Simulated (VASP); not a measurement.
Write the native input for VASP 6.6.1 that does the following.

```
Task                   : single point
Functional             : PBE
Potentials or basis    : VASP PAW PBE potentials, release 64 (Ga_d, As)
Cutoff                 : 520 eV
k mesh                 : 18 × 18 × 18
Occupations            : gaussian, width 0.1 eV
Spin                   : no spin polarisation
Dipole correction      : no
Further INCAR settings : ALGO = Normal; EDIFF = 1e-06; NBANDS = 16
```

The structure of GaAs lies in POSCAR:

```
GaAs
1.0
    0.0000000000      2.6956317213      2.6956317213
    2.6956317213      0.0000000000      2.6956317213
    2.6956317213      2.6956317213      0.0000000000
Ga As
1 1
Direct
    0.5000000000      0.5000000000      0.5000000000
    0.0000000000      0.0000000000      0.0000000000
```

One way to write it, as run:

INCAR

```
  PREC = Accurate
  ENCUT = 520
  EDIFF = 1E-6
  ISMEAR = 0
  SIGMA = 0.1
  LREAL = F
  LASPH = T
  NELM = 100
  ALGO = Normal
  ISIF = 2
  LWAVE = F
  LCHARG = F
  GGA = PE
  NBANDS = 16
```

KPOINTS

```
regular mesh
0
Gamma
  18 18 18
```

Potentials or basis: VASP PAW PBE potentials, release 64 (Ga_d, As).

Launch:

```bash
$ cat potpaw_PBE.64/Ga_d/POTCAR potpaw_PBE.64/As/POTCAR > POTCAR
$ mpirun -np 1 vasp_std > vasp.out
```

It gave:

- Pressure: 0.2 GPa
- Band gap on the k mesh: zero (band 9 reaches 5.84 eV, above the bottom of band 10 at 2.71 eV)

Wall time 68 s on 1 thread of Intel Xeon 6975P-C, on a shared host, peak memory 0.26 GiB.
